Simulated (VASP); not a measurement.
# Pt (P6_3/mmc) in VASP: a series of runs, part 2 of 2

VASP 6.6.1. Earlier steps stand in the parts before.

### 4 Single point, r2SCAN, collinear spin (15.35 Å³/atom)

This run uses another cell than the first one, of 15.35 Å³/atom.

Contents of POSCAR:

```
Pt
1.0
    2.7562755491      0.0000000000      0.0000000000
   -1.3781377746      2.3870046454      0.0000000000
    0.0000000000      0.0000000000      9.3295755805
Pt
4
Direct
    1.0000000000      0.0000000000      0.0000000000
    1.0000000000      0.0000000000      0.5000000000
    0.3333333333      0.6666666667      0.2500000000
    0.6666666667      0.3333333333      0.7500000000
```

Contents of INCAR.step1:

```
PREC     = Accurate       # precision mode
ENCUT    = 520            # plane-wave cutoff, eV
ISMEAR   = -1             # smearing method
SIGMA    = 0.05           # smearing width, eV
LREAL    = F              # projectors in reciprocal space
LASPH    = T              # aspherical terms in the spheres
NELM     = 150            # most SCF steps
ISPIN    = 2              # spin polarisation
MAGMOM   = 1 1 1 1        # initial moments
LMAXMIX  = 4              # l up to which the mixer works
NBANDS   = 32             # bands
GGA      = PE             # functional
ALGO     = Normal         # electronic algorithm
EDIFF    = 1E-4           # SCF threshold, eV
LWAVE    = T              # write WAVECAR
LCHARG   = F              # write CHGCAR
```

Contents of INCAR.step2:

```
PREC     = Accurate       # precision mode
ENCUT    = 520            # plane-wave cutoff, eV
EDIFF    = 1E-6           # SCF threshold, eV
ISMEAR   = -1             # smearing method
SIGMA    = 0.05           # smearing width, eV
LREAL    = F              # projectors in reciprocal space
LASPH    = T              # aspherical terms in the spheres
NELM     = 150            # most SCF steps
ALGO     = Normal         # electronic algorithm
ISIF     = 2              # what is computed and relaxed
LWAVE    = F              # write WAVECAR
LCHARG   = T              # write CHGCAR
ISPIN    = 2              # spin polarisation
MAGMOM   = 1 1 1 1        # initial moments
LORBIT   = 11             # projections on sites
LMAXMIX  = 4              # l up to which the mixer works
METAGGA  = R2SCAN         # meta-GGA
LMIXTAU  = T            
LELF     = T              # ELF
LVHAR    = T            
NBANDS   = 32             # bands
ISTART   = 1
```

Contents of KPOINTS:

```
regular mesh
0
Gamma
  17 17 5
```

Potentials or basis: VASP PAW PBE potentials, release 64 (Pt).

Run with:

```bash
cat potpaw_PBE.64/Pt/POTCAR > POTCAR
cp INCAR.step1 INCAR
mpirun -np 1 vasp_std > vasp.out
cp INCAR.step2 INCAR
mpirun -np 1 vasp_std > vasp.out
```

OUTCAR:

```text
PREC = Accurate
   ENCUT = 520
   EDIFF = 1E-6
   ISMEAR = -1
   LREAL = F
   LASPH = T
   NELM = 150
   ISIF = 2
   ISPIN = 2
   LORBIT = 11
   METAGGA = R2SCAN
   ISTART = 1

 ion  position               nearest neighbor table
   1  0.000  0.000  0.000-   3 2.82   4 2.82   4 2.82   3 2.82   4 2.82   3 2.82
   2  0.000  0.000  0.500-   3 2.82   4 2.82   4 2.82   3 2.82   4 2.82   3 2.82
   3  0.333  0.667  0.250-   1 2.82   2 2.82   1 2.82   2 2.82   1 2.82   2 2.82
   4  0.667  0.333  0.750-   1 2.82   2 2.82   1 2.82   2 2.82   1 2.82   2 2.82

  LATTYP: Found a hexagonal cell.
 ALAT       =     2.7562755491
 C/A-ratio  =     3.3848486533

  Lattice vectors:

 A1 = (   2.7562755491,   0.0000000000,   0.0000000000)
 A2 = (  -1.3781377746,   2.3870046454,   0.0000000000)
 A3 = (   0.0000000000,   0.0000000000,   9.3295755805)

Analysis of symmetry for initial positions (statically):
=====================================================================
 Subroutine PRICEL returns:
[... 1050 lines left out ...]
      5       6.4598      1.00000
      6       6.5117      1.00000
[... 829 lines left out ...]
     31      26.2601      0.00000
     32      26.3294      0.00000

 [... further k-points ...]
[... 5 lines left out ...]
  --------------------------------------------------------------------------------------
  -------------------------------------------------------------------------------------
  Total        0.3510088      0.3510088      0.0682732     -0.0000000      0.0000000     -0.0000000
  in kB        9.1620119      9.1620119      1.7820639     -0.0000000      0.0000000     -0.0000000
  external PRESSURE =       6.7020292 kB  Pullay stress =       0.0000000 kB

 VOLUME and BASIS-vectors are now :
 -----------------------------------------------------------------------------
  energy-cutoff  :      520.00
  volume of cell :       61.38
      direct lattice vectors                 reciprocal lattice vectors
     2.756275549  0.000000000  0.000000000     0.362808428  0.209467544  0.000000000
    -1.378137775  2.387004645  0.000000000     0.000000000  0.418935088  0.000000000
     0.000000000  0.000000000  9.329575581     0.000000000  0.000000000  0.107186012

 POSITION                                       TOTAL-FORCE (eV/Angst)
 -----------------------------------------------------------------------------------
      0.00000      0.00000      0.00000         0.000000      0.000000      0.000000
      0.00000      0.00000      4.66479         0.000000      0.000000      0.000000
     -0.00000      1.59134      2.33239         0.000000      0.000000     -0.000000
      1.37814      0.79567      6.99718        -0.000000     -0.000000      0.000000
 -----------------------------------------------------------------------------------
    total drift:                                0.000000     -0.000000      0.000000

  FREE ENERGIE OF THE ION-ELECTRON SYSTEM (eV)
  ---------------------------------------------------
  free  energy   TOTEN  =      -205.9045319670 eV

  energy  without entropy=     -205.8483161487  energy(sigma->0) =     -205.87642406

 total charge

# of ion       s       p       d       tot
------------------------------------------
    1        0.628   0.578   8.052   9.258
    2        0.628   0.578   8.052   9.258
    3        0.630   0.580   8.046   9.257
    4        0.630   0.580   8.046   9.257
--------------------------------------------------
tot          2.516   2.316  32.198  37.029

 magnetization (x)

# of ion       s       p       d       tot
------------------------------------------
    1        0.000  -0.000   0.003   0.003
    2        0.000  -0.000   0.003   0.003
    3       -0.000  -0.000   0.003   0.003
    4       -0.000  -0.000   0.003   0.003
--------------------------------------------------
tot          0.000  -0.000   0.012   0.011
```

OSZICAR.step1:

```text
N       E                     dE             d eps       ncg     rms          rms(c)
DAV:   1     0.244397634695E+03    0.24440E+03   -0.20141E+04 12776   0.120E+03
DAV:   2    -0.187071883433E+02   -0.26310E+03   -0.24822E+03 14064   0.282E+02
DAV:   3    -0.254431247377E+02   -0.67359E+01   -0.66439E+01 15240   0.448E+01
DAV:   4    -0.254885089668E+02   -0.45384E-01   -0.45374E-01 14280   0.391E+00
DAV:   5    -0.254890296996E+02   -0.52073E-03   -0.52073E-03 15280   0.448E-01    0.255E+01
DAV:   6    -0.242583917166E+02    0.12306E+01   -0.21607E+00 14176   0.967E+00    0.136E+01
DAV:   7    -0.242730540628E+02   -0.14662E-01   -0.51252E-01 14576   0.452E+00    0.562E+00
DAV:   8    -0.243234245978E+02   -0.50371E-01   -0.62609E-01 13840   0.451E+00    0.334E+00
DAV:   9    -0.242967411819E+02    0.26683E-01   -0.68531E-01 13456   0.461E+00    0.204E+00
DAV:  10    -0.242814576826E+02    0.15283E-01   -0.11831E-01 13432   0.196E+00    0.477E-01
DAV:  11    -0.242822232780E+02   -0.76560E-03   -0.13779E-03 14888   0.232E-01    0.311E-01
DAV:  12    -0.242847814187E+02   -0.25581E-02   -0.62019E-04 14232   0.150E-01    0.254E-01
DAV:  13    -0.242851759492E+02   -0.39453E-03   -0.11671E-04  7728   0.659E-02    0.814E-02
DAV:  14    -0.242851706849E+02    0.52643E-05   -0.32025E-05  7032   0.332E-02
   1 F= -.24285171E+02 E0= -.24255029E+02  d E =-.602843E-01  mag=    -0.0029
```

Wall time 33 min (1 thread of Oxide Virtual Turin-like, shared host); peak memory 0.35 GiB.

Results:

| Quantity | Value |
| --- | --- |
| Free energy | -205.9045 eV |
| Pressure | 0.7 GPa |
| Band gap on the k mesh | zero (filled and empty bands overlap) |
| Net moment | 0.01 μB per cell |
| Valence electrons inside the program's atomic spheres | Pt 9.26 |

Stress tensor (GPa, compression positive):
```
0.92 0.00 0.00
0.00 0.92 0.00
0.00 0.00 0.18
```

Caveat: the PAW data sets were made with another functional, which shifts forces and pressure a little; spin-orbit coupling is left out, which moves the levels of the heavy elements.

### 5 The runs side by side

| task | spin | cell | k mesh | cutoff (eV) | smearing | gap on the mesh (eV) | pressure (GPa) | moment (μB) |
| --- | --- | --- | --- | --- | --- | --- | --- | --- |
| relaxation of cell and atoms | off | relaxed from a = 2.774, b = 2.774, c = 9.060 Å, angles 90.0, 90.0, 120.0°, 4 atoms | 13 × 13 × 4 | 550 | fermi-dirac 0.1 eV | - | 0.0 | - |
| single point | collinear | a = 2.756, b = 2.756, c = 9.330 Å, angles 90.0, 90.0, 120.0°, 4 atoms | 13 × 13 × 4 | 520 | fermi-dirac 0.05 eV | none | 0.7 | 0.01 |
| single point | collinear | a = 2.756, b = 2.756, c = 9.330 Å, angles 90.0, 90.0, 120.0°, 4 atoms | 17 × 17 × 5 | 520 | fermi-dirac 0.05 eV | none | 0.7 | 0.01 |

Alike in all rows: level r2SCAN; potentials or basis VASP PAW PBE potentials, release 64 (Pt).

Caveats: the PAW data sets were made with another functional, which shifts forces and pressure a little; spin-orbit coupling is left out, which moves the levels of the heavy elements; the highest band is partly filled, so the run has too few bands (at least some runs).

Absolute energies hang on the potentials; compare differences alone.
